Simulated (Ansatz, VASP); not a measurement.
## CdS in VASP and in Ansatz

Contents of INCAR:

```
SYSTEM = CdS
PREC = Accurate
ENCUT = 520
EDIFF = 1E-8
ISMEAR = -1
SIGMA = 0.02
LREAL = .False.
LASPH = .True.
NELM = 80
ALGO = Normal
ISIF = 2
LWAVE = .False.
LCHARG = .False.
GGA = PS
LEFG = .True.
NBANDS = 16
```

File KPOINTS:

```
regular mesh
0
Gamma
  7 7 7
  0 0 0
```

POSCAR

```
CdS
1.0
    0.0000000000      2.9232015042      2.9232015042
    2.9232015042      0.0000000000      2.9232015042
    2.9232015042      2.9232015042      0.0000000000
Cd S
1 1
Direct
    0.0000000000      0.0000000000      0.0000000000
    0.7500000000      0.7500000000      0.7500000000
```

Input for Ansatz:

```yaml
crystal:
  lattice:
    - [0.0, 2.9232015042, 2.9232015042]
    - [2.9232015042, 0.0, 2.9232015042]
    - [2.9232015042, 2.9232015042, 0.0]
  atoms:
    - { symbol: Cd, position: [0.0, 0.0, 0.0] }
    - { symbol: S, position: [0.75, 0.75, 0.75] }
kpoints:
  mp_grid: { grid: [7, 7, 7] }
scf:
  occupations: { method: fermi_dirac, width: 0.02 }
hamiltonian:
  xc: pbesol
  pseudopotentials: { kind: paw }
output:
  forces: true
  stress: true
  eigenvalues: true
  efg: { contact_densities: true }
```

Change from the starting cell: volume scaled by 0.98, PAW files.

Alike in both runs: task electric field gradients; functional PBEsol; k mesh 7 × 7 × 7; occupations fermi-dirac, width 0.02 eV; no spin polarisation.

|  | VASP | Ansatz |
| --- | --- | --- |
| version | VASP 6.6.1 | Ansatz 0.2.0 |
| potentials or method | VASP PAW PBE potentials, release 64 (Cd, S) | PAW with Ansatz's default frozen-core files, scalar-relativistic |
| plane-wave cutoff (eV) | 520 | 420 |
| valence electrons in the cell | 18 | 26 |

|  | VASP | Ansatz | Ansatz less VASP |
| --- | --- | --- | --- |
| gap on the k mesh at the Fermi level (eV) | 0.99 | 0.99 | -0.005 |
| pressure (GPa) | -0.3 | -0.7 | -0.38 |

VASP's potentials were made for PBE, not for PBEsol. VASP's potentials hold 18 valence electrons a cell and Ansatz's 26, so a difference there can come from the potentials and not from the codes.
